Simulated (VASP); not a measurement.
A run of VASP 6.6.1:

INCAR

```
SYSTEM = LiSi2N2
PREC = Accurate ; ENCUT = 600
EDIFF = 1E-6 ; ISMEAR = 0
SIGMA = 0.1 ; LREAL = .FALSE.
LASPH = .TRUE. ; NELM = 100
ALGO = Normal ; ISIF = 3
LWAVE = .FALSE. ; LCHARG = .FALSE.
GGA = PE ; IBRION = 2
NSW = 100 ; EDIFFG = -0.01
```

The input KPOINTS:

```
Automatic mesh
0
G
  12 12 4
  0 0 0
```

The input POSCAR:

```
LiSi2N2
1.0
    2.8982136291      0.0000000000      0.0000000000
   -1.4491068145      2.5099266284      0.0000000000
    0.0000000000      0.0000000000      9.1137133872
Li Si N
1 2 2
Direct
    0.0000000000      0.0000000000      0.0000000000
    0.3333333333      0.6666666667      0.2532236369
    0.6666666667      0.3333333333      0.7467763631
    0.3333333333      0.6666666667      0.6801576131
    0.6666666667      0.3333333333      0.3198423869
```

Potentials or basis: VASP PAW PBE potentials, release 64 (Li_sv, Si, N).

Command:

```console
$ cat potpaw_PBE.64/Li_sv/POTCAR potpaw_PBE.64/Si/POTCAR potpaw_PBE.64/N/POTCAR > POTCAR
$ mpirun -np 1 vasp_std > vasp.out
```

Hardware: 1 thread of Intel(R) Xeon(R) 6975P-C (Granite Rapids), with other jobs on the host.

**Question.** How long does it take, and how much memory?

**Answer.** Run time: 57 s on 1 thread of Intel(R) Xeon(R) 6975P-C (Granite Rapids), with other jobs on the host, peak memory 0.24 GiB. Counts: scf iterations 28, k points 69, ion steps 4.
